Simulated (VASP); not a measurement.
Input of a VASP 6.6.1 run:

The input INCAR:

```
SYSTEM = Os
PREC = Accurate
ENCUT = 520
EDIFF = 1E-7
ISMEAR = 0
SIGMA = 0.1
LREAL = .False.
LASPH = .True.
NELM = 100
ALGO = Normal
ISIF = 2
LWAVE = .False.
LCHARG = .False.
LDIPOL = .True.
IDIPOL = 3
DIPOL = 0.5 0.5 0.294
GGA = PE
NBANDS = 10
```

The input KPOINTS:

```
Automatic mesh
0
Gamma
  22 22 1
  0 0 0
```

File POSCAR:

```
Os
1.0
    2.4258999070      0.0000000000      0.0000000000
    0.0000000000      2.4258999070      0.0000000000
    0.0000000000      0.0000000000     23.8000000000
Os
1
Direct
    0.5000000000      0.5000000000      0.2941176471
```

Potentials or basis: VASP PAW PBE potentials, release 64 (Os).

Launch:

```console
$ cat potpaw_PBE.64/Os/POTCAR > POTCAR
$ mpirun -np 1 vasp_std > vasp.out
```

(1) Estimate the band gap on the k mesh.

Results:

(1) zero (bands 4 and 5 overlap by 1.79 eV).

Caveat: spin-orbit coupling is left out, which moves the levels of the heavy elements.
